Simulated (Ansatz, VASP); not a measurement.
## PC4: VASP beside Ansatz

```xyz
5
Lattice="1.3508 0.7799 5.6183 -1.3508 0.7799 5.6183 0.0000 -1.5598 5.6183" Properties=species:S:1:pos:R:3 pbc="T T T"
P     0.0000    0.0000    0.0000
C     0.0000    0.0000    4.5659
C     0.0000    0.0000   13.7630
C     0.0000    0.0000    3.0919
C     0.0000    0.0000   12.2890
```

Change from the starting cell: species swapped into the AlAu4 type (C2/m, No. 12).

Alike in both runs: functional PBE; k mesh 18 × 18 × 18; occupations gaussian, width 0.1 eV; no spin polarisation.

Ansatz relaxed the structure, and its values are those at the end. VASP's run is a single point on that final structure, the one shown.

```csv
,VASP,Ansatz
version,VASP 6.6.1,Ansatz 0.2.0
potentials or method,"VASP PAW PBE potentials, release 64 (P, C), cutoff 520 eV","scalar-relativistic, plane waves, PAW"
valence electrons in the cell,21,21
```

```csv
,VASP,Ansatz,Ansatz less VASP
gap on the k mesh at the Fermi level (eV),none,none,-
pressure (GPa),-0.2,0.0,+0.26
rms of the force components (eV/Å),0.028,0.001,-0.0267
```

A gap of «none» marks a metal or a gap that the smearing closes.
